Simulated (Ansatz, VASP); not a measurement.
## Si7P: VASP beside Ansatz

```
Si P
1.0
     3.81343    2.20168    6.42293
    -3.81343    2.20168    6.42293
     0.00000   -4.40337    6.42293
Si P
14 2
Direct
  0.43837 0.43837 0.43837
  0.56163 0.56163 0.56163
  0.43926 0.93634 0.43926
  0.56074 0.06366 0.56074
  0.43926 0.43926 0.93634
  0.56074 0.56074 0.06366
  0.06058 0.06058 0.56107
  0.56107 0.06058 0.06058
  0.06058 0.56107 0.06058
  0.93942 0.93942 0.43893
  0.43893 0.93942 0.93942
  0.93942 0.43893 0.93942
  0.06366 0.56074 0.56074
  0.93634 0.43926 0.43926
  0.93094 0.93094 0.93094
  0.06906 0.06906 0.06906
```

Alike in both runs: functional PBE; k mesh 3 × 3 × 3; occupations gaussian, width 0.2 eV; no spin polarisation.

Ansatz relaxed the structure, and its values are those at the end. VASP's run is a single point on that final structure, the one shown.

|  | VASP | Ansatz |
| --- | --- | --- |
| version | VASP 6.6.1 | Ansatz 0.2.0 |
| potentials or method | VASP PAW PBE potentials, release 64 (Si, P), cutoff 520 eV | scalar-relativistic, plane waves, PAW |
| valence electrons in the cell | 66 | 66 |

```tsv
	VASP	Ansatz	Ansatz less VASP
gap on the k mesh at the Fermi level (eV)	none	none	-
pressure (GPa)	-0.3	-0.2	+0.09
rms of the force components (eV/Å)	0.014	0.012	-0.0024
```

A gap of «none» marks a metal or a gap that the smearing closes.
